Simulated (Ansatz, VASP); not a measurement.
**One calculation of MgI2, two programs**

```
Mg I
1.0
     4.00366    0.00000    0.00000
    -2.00183    3.46727    0.00000
     0.00000    0.00000    6.56748
Mg I
1 2
Cartesian
  0.0000 0.0000 0.0000
  0.0000 2.3115 4.7937
  2.0018 1.1558 1.7737
```

Alike in both runs: task single point; functional LDA; k mesh 6 × 6 × 4; occupations gaussian, width 0.05 eV; no spin polarisation.

|  | VASP | Ansatz |
| --- | --- | --- |
| version | VASP 6.6.1 | Ansatz 0.2.0 |
| potentials or method | VASP PAW LDA potentials, release 64 (Mg, I), cutoff 520 eV | scalar-relativistic, plane waves, PAW |
| valence electrons in the cell | 16 | 44 |

|  | VASP | Ansatz | Ansatz less VASP |
| --- | --- | --- | --- |
| gap on the k mesh at the Fermi level (eV) | 3.03 | 3.04 | +0.017 |
| least direct gap on the mesh (eV) | 3.43 | 3.42 | -0.013 |
| pressure (GPa) | -0.3 | -0.1 | +0.13 |
| traceless stress, the component that is largest in VASP (GPa) | -1.28 | -1.29 | -0.011 |
| rms of the force components (eV/Å) | 0.311 | 0.305 | -0.0055 |

LDA's correlation is that of Perdew and Zunger in VASP and of Perdew and Wang (1992) in Ansatz. Atom by atom the forces differ by 0.006 eV/Å (rms over components). VASP's potentials hold 16 valence electrons a cell and Ansatz's 44, so a difference there can come from the potentials and not from the codes.

Spin-orbit coupling is off throughout.
